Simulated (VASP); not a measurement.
# In (P6_3/mmc) in VASP: further runs

Runs on In. Level: LDA. Tasks: single point.

Everything below comes from runs of VASP 6.6.1. Logs are shortened: lines on timing, memory, paths and dates and some standing lists are left out, and cuts for length are marked.

### Step 1. The cell of the first run

It takes space group P6_3/mmc (No. 194, hexagonal). Conventional cell: a = 3.401 Å, b = 3.401 Å, c = 5.617 Å, α = 90.00°, β = 90.00°, γ = 120.00°. In (site symmetry -6m2) has 12 In at 3.40 to 3.43 Å within 4.5 Å.

### Step 2. Single point, LDA (volume scaled by 1.06)

Input file INCAR:

```
SYSTEM = In
ALGO = Normal
EDIFF = 1E-7
ENCUT = 520
ISIF = 2
ISMEAR = -1
LASPH = .TRUE.
LCHARG = .FALSE.
LREAL = .FALSE.
LWAVE = .FALSE.
NBANDS = 20
NELM = 80
PREC = Accurate
SIGMA = 0.05
```

Input file KPOINTS:

```
k-points
0
G
  9 9 5
  0 0 0
```

Input file POSCAR:

```
In
1.0
    3.4009030527      0.0000000000      0.0000000000
   -1.7004515264      2.9452684395      0.0000000000
    0.0000000000      0.0000000000      5.6171927618
In
2
Direct
    0.6666666667      0.3333333333      0.7500000000
    0.3333333333      0.6666666667      0.2500000000
```

Potentials or basis: VASP PAW LDA potentials, release 64 (In_d).

Run with:

```console
> cat potpaw_LDA.64/In_d/POTCAR > POTCAR
> mpirun -np 1 vasp_std > vasp.out
```

OUTCAR:

```text
SYSTEM = In
   EDIFF = 1E-7
   ENCUT = 520
   ISIF = 2
   ISMEAR = -1
   LASPH = .TRUE.
   LREAL = .FALSE.
   NELM = 80
   PREC = Accurate

 ion  position               nearest neighbor table
   1  0.667  0.333  0.750-   2 3.43   2 3.43   2 3.43   2 3.43   2 3.43   2 3.43
   2  0.333  0.667  0.250-   1 3.43   1 3.43   1 3.43   1 3.43   1 3.43   1 3.43

  LATTYP: Found a hexagonal cell.
 ALAT       =     3.4009030527
 C/A-ratio  =     1.6516768266

  Lattice vectors:

 A1 = (   3.4009030527,   0.0000000000,   0.0000000000)
 A2 = (  -1.7004515264,   2.9452684395,   0.0000000000)
 A3 = (   0.0000000000,   0.0000000000,   5.6171927618)

Analysis of symmetry for initial positions (statically):
=====================================================================
 Subroutine PRICEL returns:
 Original cell was already a primitive cell.

 Routine SETGRP: Setting up the symmetry group for a
 hexagonal supercell.

 Subroutine GETGRP returns: Found 24 space group operations
 (whereof 12 operations were pure point group operations)
 out of a pool of 24 trial point group operations.

The static configuration has the point symmetry D_3d.
 The point group associated with its full space group is D_6h.

Analysis of symmetry for dynamics (positions and initial velocities):
=====================================================================
 Subroutine PRICEL returns:
 Original cell was already a primitive cell.

 Routine SETGRP: Setting up the symmetry group for a
 hexagonal supercell.

 Subroutine GETGRP returns: Found 24 space group operations
 (whereof 12 operations were pure point group operations)
 out of a pool of 24 trial point group operations.

The dynamic configuration has the point symmetry D_3d.
 The point group associated with its full space group is D_6h.

 Subroutine INISYM returns: Found 24 space group operations
 (whereof 12 operations are pure point group operations),
 and found     1 'primitive' translations

----------------------------------------------------------------------------------------

                                     Primitive cell

  volume of cell :      56.2650

  direct lattice vectors                    reciprocal lattice vectors
     3.400903053  0.000000000  0.000000000     0.294039549  0.169763813  0.000000000
    -1.700451526  2.945268439  0.000000000     0.000000000  0.339527626  0.000000000
     0.000000000  0.000000000  5.617192762     0.000000000  0.000000000  0.178024868

  length of vectors
     3.400903053  3.400903053  5.617192762     0.339527626  0.339527626  0.178024868

  position of ions in fractional coordinates (direct lattice)
     0.666666667  0.333333333  0.750000000
     0.333333333  0.666666667  0.250000000

  ion indices of the primitive-cell ions
   primitive index   ion index
                 1           1
                 2           2

----------------------------------------------------------------------------------------

 KPOINTS: k-points

Automatic generation of k-mesh.
 Grid dimensions read from file:
 generate k-points for:    9    9    5

 Generating k-lattice:

  Cartesian coordinates                     Fractional coordinates (reciprocal lattice)
     0.032671061  0.018862646  0.000000000     0.111111111  0.000000000  0.000000000
     0.000000000  0.037725292  0.000000000     0.000000000  0.111111111  0.000000000
     0.000000000  0.000000000  0.035604974     0.000000000  0.000000000  0.200000000

  Length of vectors
     0.037725292  0.037725292  0.035604974

  Shift w.r.t. Gamma in fractional coordinates (k-lattice)
     0.000000000  0.000000000  0.000000000

 Subroutine IBZKPT returns following result:
 ===========================================

 Found     36 irreducible k-points:

 Following reciprocal coordinates:
            Coordinates               Weight
  0.000000  0.000000  0.000000      1.000000
  0.111111  0.000000  0.000000      6.000000
  0.222222  0.000000  0.000000      6.000000
  0.333333  0.000000  0.000000      6.000000
  0.444444  0.000000  0.000000      6.000000
  0.111111  0.111111  0.000000      6.000000
[... 16 lines left out ...]
  0.333333  0.222222  0.200000     24.000000
  0.333333  0.333333  0.200000      4.000000
 [... further k-points ...]
   k-points           NKPTS =     36   k-points in BZ     NKDIM =     36   number of bands    NBANDS=     20
   number of dos      NEDOS =    301   number of ions     NIONS =      2
   total plane-waves  NPLWV =  32928
   dimension x,y,z NGX =    28 NGY =   28 NGZ =   42
   dimension x,y,z NGXF=    56 NGYF=   56 NGZF=   84
   ions per type =               2
   NGX,Y,Z   is equivalent  to a cutoff of  13.69, 13.69, 12.43 a.u.
   NGXF,Y,Z  is equivalent  to a cutoff of  27.37, 27.37, 24.86 a.u.
 SYSTEM =  In
   PREC   = accura    normal or accurate (medium, high low for compatibility)
   ISTART =      0    job   : 0-new  1-cont  2-samecut
   ICHARG =      2    charge: 1-file 2-atom 10-const
   ISPIN  =      1    spin polarized calculation?
   LNONCOLLINEAR =      F non collinear calculations
   LSORBIT =      F    spin-orbit coupling
   LASPH  =      T    aspherical Exc in radial PAW
   ENCUT  =  520.0 eV  38.22 Ry    6.18 a.u.   6.32  6.32 10.44*2*pi/ulx,y,z
   NELM   =     80;   NELMIN=  2; NELMDL= -5     # of ELM steps
   EDIFF  = 0.1E-06   stopping-criterion for ELM
   LREAL  =      F    real-space projection
   EDIFFG = 0.1E-05   stopping-criterion for IOM
   NSW    =      0    number of steps for IOM
   IBRION =     -1    ionic relax: 0-MD 1-quasi-New 2-CG
   NFREE  =      0    steps in history (QN), initial steepest desc. (CG)
   ISIF   =      2    stress and relaxation
   ISYM   =      2    0-nonsym 1-usesym 2-fastsym
   POTIM  = 0.5000    time-step for ionic-motion
   TEBEG  =    0.0;   TEEND  =   0.0 temperature during run
   PSTRESS=    0.0 pullay stress
   NELECT =      26.0000    total number of electrons
   NUPDOWN=      -1.0000    fix difference up-down
   EMIN   =  10.00;   EMAX   =-10.00  energy-range for DOS
   EFERMI =   0.00;   METHOD = LEGACY
   ISMEAR =    -1;   SIGMA  =   0.05  broadening in eV -4-tet -1-fermi 0-gaus
   EFERMI_NEDOS =   21; number of points for ismear=-14 and -15
   IALGO  =     38    algorithm
   IMIX   =      4    mixing-type and parameters
     AMIX     =   0.40;   BMIX     =  1.00
     AMIX_MAG =   1.60;   BMIX_MAG =  1.00
  volume/ion in A,a.u.               =      28.13       189.85
  Fermi-wavevector in a.u.,A,eV,Ry     =   1.265668  2.391766 21.795383  1.601915
  Thomas-Fermi vector in A             =   2.398909
   LORBIT       =      0    0 simple, 1 ext, 2 COOP (PROOUT), +10 PAW based schemes
   GGA     = CA    functional components
   LHFCALC =     F    Hartree Fock is set to
   AEXX    =    0.0000 exact exchange contribution
   IVDW    =     0    specifies the selected vdW correction
   LEPSILON=     F    determine dielectric tensor
   LRPA    =     F    only Hartree local field effects (RPA)
 non-spin polarized calculation
  energy-cutoff  :      520.00
  volume of cell :       56.27
 maximum number of plane-waves:      1539
 NGX is ok and might be reduce to    28
   NGX = 13   NGY = 13   NGZ = 21

 number of electron      26.0000005 magnetization

 Free energy of the ion-electron system (eV)
  ---------------------------------------------------
  ext. energy  EPLUGINS =         0.00000000
  ---------------------------------------------------
  free energy    TOTEN  =        -6.29285832 eV

  energy without entropy =       -6.27607373  energy(sigma->0) =       -6.28446602

 E-fermi :   6.4539     XC(G=0): -10.1859

 val. band max:        6.4448456396   @ k =   0.2222   0.2222   0.0000
 cond. band min:       6.4609682817   @ k =   0.3333   0.2222   0.2000
 fundamental gap:      0.0161226421
 Fermi energy:         6.4539327030

 k-point     1 :       0.0000    0.0000    0.0000
  band No.  band energies     occupation
      1      -8.1000      2.00000
      2      -8.0608      2.00000
      3      -8.0347      2.00000
      4      -8.0347      2.00000
      5      -8.0122      2.00000
      6      -8.0122      2.00000
[... 12 lines left out ...]
     19      17.2534      0.00000
     20      17.5210      0.00000

 k-point     2 :       0.1111    0.0000    0.0000
  band No.  band energies     occupation
      1      -8.0951      2.00000
      2      -8.0616      2.00000
      3      -8.0213      2.00000
      4      -8.0051      2.00000
      5      -8.0039      2.00000
      6      -7.9840      2.00000
[... 12 lines left out ...]
     19      16.8055      0.00000
     20      18.3613      0.00000

 k-point     3 :       0.2222    0.0000    0.0000
  band No.  band energies     occupation
      1      -8.1330      2.00000
      2      -8.0410      2.00000
      3      -8.0124      2.00000
      4      -8.0092      2.00000
      5      -7.9886      2.00000
      6      -7.9373      2.00000
[... 12 lines left out ...]
     19      15.7808      0.00000
     20      17.4835      0.00000

 k-point     4 :       0.3333    0.0000    0.0000
  band No.  band energies     occupation
      1      -8.1805      2.00000
      2      -8.0713      2.00000
      3      -8.0622      2.00000
      4      -8.0156      2.00000
      5      -7.9566      2.00000
      6      -7.9119      2.00000
[... 12 lines left out ...]
     19      14.8405      0.00000
     20      16.8788      0.00000

 k-point     5 :       0.4444    0.0000    0.0000
  band No.  band energies     occupation
      1      -8.2109      2.00000
      2      -8.1124      2.00000
      3      -8.0796      2.00000
      4      -8.0322      2.00000
      5      -7.9366      2.00000
      6      -7.9222      2.00000
[... 12 lines left out ...]
     19      14.2965      0.00000
     20      16.4630      0.00000
[... 353 lines left out ...]
      6      -7.8794      2.00000
[... 12 lines left out ...]
     19      15.7323      0.00000
     20      15.7930      0.00000

 k-point    22 :       0.2222    0.2222    0.2000
  band No.  band energies     occupation
      1      -8.1023      2.00000
      2      -8.0710      2.00000
      3      -8.0472      2.00000
      4      -8.0408      2.00000
      5      -7.9664      2.00000
      6      -7.9167      2.00000
[... 12 lines left out ...]
     19      14.9587      0.00000
     20      17.6386      0.00000

 k-point    23 :       0.3333    0.2222    0.2000
  band No.  band energies     occupation
      1      -8.1151      2.00000
      2      -8.0858      2.00000
      3      -8.0433      2.00000
      4      -8.0049      2.00000
      5      -7.9778      2.00000
      6      -7.8999      2.00000
[... 12 lines left out ...]
     19      14.1167      0.00000
     20      18.8095      0.00000

 k-point    24 :       0.3333    0.3333    0.2000
  band No.  band energies     occupation
      1      -8.1131      2.00000
      2      -8.0483      2.00000
      3      -8.0483      2.00000
      4      -7.9469      2.00000
      5      -7.9469      2.00000
      6      -7.9446      2.00000
[... 12 lines left out ...]
     19      13.1075      0.00000
     20      20.2691      0.00000

 [... further k-points ...]
[... 5 lines left out ...]
  --------------------------------------------------------------------------------------
  -------------------------------------------------------------------------------------
  Total       -1.6277659     -1.6277659     -1.3611658      0.0000000     -0.0000000      0.0000000
  in kB      -46.3515299    -46.3515299    -38.7599459      0.0000000     -0.0000000      0.0000000
  external PRESSURE =     -43.8210019 kB  Pullay stress =       0.0000000 kB

 VOLUME and BASIS-vectors are now :
 -----------------------------------------------------------------------------
  energy-cutoff  :      520.00
  volume of cell :       56.27
      direct lattice vectors                 reciprocal lattice vectors
     3.400903053  0.000000000  0.000000000     0.294039549  0.169763813  0.000000000
    -1.700451526  2.945268439  0.000000000     0.000000000  0.339527626  0.000000000
     0.000000000  0.000000000  5.617192762     0.000000000  0.000000000  0.178024868

 POSITION                                       TOTAL-FORCE (eV/Angst)
 -----------------------------------------------------------------------------------
      1.70045      0.98176      4.21289        -0.000000     -0.000000      0.000000
     -0.00000      1.96351      1.40430         0.000000      0.000000      0.000000
 -----------------------------------------------------------------------------------
    total drift:                               -0.000000      0.000000      0.000000

  FREE ENERGIE OF THE ION-ELECTRON SYSTEM (eV)
  ---------------------------------------------------
  free  energy   TOTEN  =        -6.2928583182 eV

  energy  without entropy=       -6.2760737307  energy(sigma->0) =       -6.28446602
```

Run time: 16 s. Hardware: 1 thread of Intel Xeon 6975P-C (Granite Rapids), shared host; peak memory 0.16 GiB.

Results:

- Free energy: -6.2929 eV
- Pressure: -4.4 GPa
- Band gap on the k mesh: zero (band 13 reaches 8.41 eV, above the bottom of band 14 at 4.69 eV)

Levels at points of the mesh, in eV from the Fermi level:
```
           k point  band 9  band 10  band 11  band 12  band 13  band 14  band 15  band 16  band 17  band 18
(0.00, 0.00, 0.00)  -14.25   -14.25    -9.11    -4.49    -3.11     7.85     7.85     9.59     9.59     9.66
```

Caveat: spin-orbit coupling is left out, which moves the levels of the heavy elements.

[end of part 1 of 2]
